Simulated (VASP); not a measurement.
Input of a VASP 6.6.1 run:

Contents of INCAR:

```
PREC = Accurate ; ENCUT = 500
EDIFF = 1E-6 ; ISMEAR = 1
SIGMA = 0.02 ; LREAL = F
LASPH = T ; NELM = 120
ALGO = Normal ; ISIF = 2
LWAVE = F ; LCHARG = F
GGA = PE ; NBANDS = 18
GGA_COMPAT = F
```

Contents of KPOINTS:

```
Automatic mesh
0
Gamma
  10 10 10
```

The input POSCAR:

```
Al3Pd
1.0
    3.9469100000      0.0000000000      0.0000000000
    0.0000000000      3.9469100000      0.0000000000
    0.0000000000      0.0000000000      3.9469100000
Al Pd
3 1
Direct
    0.0000000000      0.5000000000      0.5000000000
    0.5000000000      0.0000000000      0.5000000000
    0.5000000000      0.5000000000      0.0000000000
    0.0000000000      0.0000000000      0.0000000000
```

Potentials or basis: VASP PAW PBE potentials, release 64 (Al, Pd).

Launch:

```sh
$ cat potpaw_PBE.64/Al/POTCAR potpaw_PBE.64/Pd/POTCAR > POTCAR
$ mpirun -np 1 vasp_std > vasp.out
```

Question: What does it give for the pressure?

Answer: 1.2 GPa.
